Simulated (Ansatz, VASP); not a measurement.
**CsPbBr3 in VASP and in Ansatz**

```xyz
5
Lattice="6.1213 0.0000 0.0000 0.0000 6.1213 0.0000 0.0000 0.0000 6.1213" Properties=species:S:1:pos:R:3 pbc="T T T"
Cs    0.0000    0.0000    0.0000
Pb    3.0606    3.0606    3.0606
Br    3.0606    3.0606    0.0000
Br    3.0606    0.0000    3.0606
Br    0.0000    3.0606    3.0606
```

Change from the starting cell: hydrostatic strain +3.0%.

Alike in both runs: task single point; functional r2SCAN; k mesh 4 × 4 × 4; no spin polarisation.

```csv
,VASP,Ansatz
version,VASP 6.6.1,Ansatz 0.2.0
potentials or method,"VASP PAW PBE potentials, release 64 (Cs_sv, Pb_d, Br)","plane waves, PAW"
plane-wave cutoff (eV),520,500
occupations,"gaussian, width 0.01 eV",fixed
valence electrons in the cell,44,44
```

|  | VASP | Ansatz | Ansatz less VASP |
| --- | --- | --- | --- |
| gap on the k mesh at the Fermi level (eV) | 2.36 | 2.35 | -0.010 |
| pressure (GPa) | -1.5 | -1.5 | +0.01 |

VASP's potentials were made for PBE, not for r2SCAN.

Neither program's run includes spin-orbit coupling.
